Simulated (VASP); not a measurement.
BN, 2 atoms in the cell. The typed cell holds 2 atoms: a = 2.457 Å, b = 2.457 Å, c = 3.207 Å, α = 101.11°, β = 101.11°, γ = 119.81°.  This cell differs from its parent crystal: volume scaled by 0.94.

* Program: VASP 6.6.1
* Task: single point
* Functional: LDA
* Potentials or basis: VASP PAW LDA potentials, release 64 (N, B)
* Cutoff: 520 eV
* k mesh: 13 × 13 × 9
* Occupations: fermi-dirac, width 0.05 eV
* Spin: no spin polarisation
* Dipole correction: no
* Further INCAR settings: ALGO = Normal; EDIFF = 1e-06; NBANDS = 11

Potentials or basis: VASP PAW LDA potentials, release 64 (N, B).

Command:

```bash
$ cat potpaw_LDA.64/N/POTCAR potpaw_LDA.64/B/POTCAR > POTCAR
$ mpirun -np 1 vasp_std > vasp.out
```

Hardware: 1 thread of Intel(R) Xeon(R) Platinum 8488C (Sapphire Rapids), with other jobs on the host.

Q: Estimate the wall time of this run.

A: Wall time 56 s on 1 thread of Intel(R) Xeon(R) Platinum 8488C (Sapphire Rapids), with other jobs on the host, peak memory 0.22 GiB. Counts: scf iterations 12, k points 761.
